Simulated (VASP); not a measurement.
Wanted: the native input for a VASP 6.6.1 run.

- Task: single point
- Functional: revPBE
- Potentials or basis: VASP PAW PBE potentials, release 64 (Cd, Te)
- Cutoff: 520 eV
- k mesh: 6 × 6 × 6
- Occupations: gaussian, width 0.05 eV
- Spin: no spin polarisation
- Dipole correction: no
- Further INCAR settings: ALGO = Normal; EDIFF = 1e-06; NBANDS = 16

The structure of CdTe lies in POSCAR:

```
CdTe
1.0
    0.0000000000      3.3240922641      3.3240922641
    3.3240922641      0.0000000000      3.3240922641
    3.3240922641      3.3240922641      0.0000000000
Cd Te
1 1
Direct
    0.0000000000      0.0000000000      0.0000000000
    0.2500000000      0.2500000000      0.2500000000
```

This cell differs from its parent crystal: volume scaled by 0.98.

One way to write it, as run:

INCAR

```
SYSTEM = CdTe
PREC = Accurate ; ENCUT = 520
EDIFF = 1E-6 ; ISMEAR = 0
SIGMA = 0.05 ; LREAL = .FALSE.
LASPH = .TRUE. ; NELM = 60
ALGO = Normal ; ISIF = 2
LWAVE = .FALSE. ; LCHARG = .TRUE.
GGA = RE ; LELF = .TRUE.
LVHAR = .TRUE. ; NBANDS = 16
```

KPOINTS

```
regular mesh
0
G
  6 6 6
  0 0 0
```

Potentials or basis: VASP PAW PBE potentials, release 64 (Cd, Te).

The run is started by

```sh
$ cat potpaw_PBE.64/Cd/POTCAR potpaw_PBE.64/Te/POTCAR > POTCAR
$ mpirun -np 1 vasp_std > vasp.out
```

Results of the run:

The pressure is 0.8 GPa and the band gap on the k mesh is 0.65 eV, direct.

Caveat: the PAW data sets were made with another functional, which shifts forces and pressure a little; spin-orbit coupling is left out, which moves the levels of the heavy elements.

It took 48 s on 1 thread of Intel Xeon 6975P-C, with other jobs on the host, peak memory 0.21 GiB.
